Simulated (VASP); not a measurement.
Si:

```
CELL_PARAMETERS angstrom
2.54888 0.00000 0.00000
0.00000 2.54888 0.00000
0.00000 0.00000 2.54888
ATOMIC_POSITIONS crystal
Si 0.50000 0.50000 0.50000
```

Base run:

```yaml
Program: VASP 6.6.1
Functional: PBE
Potentials_or_basis: VASP PAW PBE potentials, release 64 (Si)
Cutoff: 520 eV
k_mesh: 10 × 10 × 10
Occupations: fermi-dirac, width 0.05 eV
Spin: no spin polarisation
```

Its results: band gap on the k mesh zero (band 2 reaches 15.44 eV, above the bottom of band 3 at 5.19 eV); pressure -1.8 GPa.

Problem. The run is repeated on the same cell with these changes: functional from PBE to PBE0; k mesh from 10 × 10 × 10 to 5 × 5 × 5. What comes out?

Solution. Band gap on the k mesh zero (band 2 reaches 16.64 eV, above the bottom of band 3 at 6.23 eV); pressure -1.3 GPa.

Several settings changed at once, so the effect can't be laid on one alone.

Caveats: some runs use coarse meshes; the PAW data sets were made with another functional, which shifts forces and pressure a little (some runs).
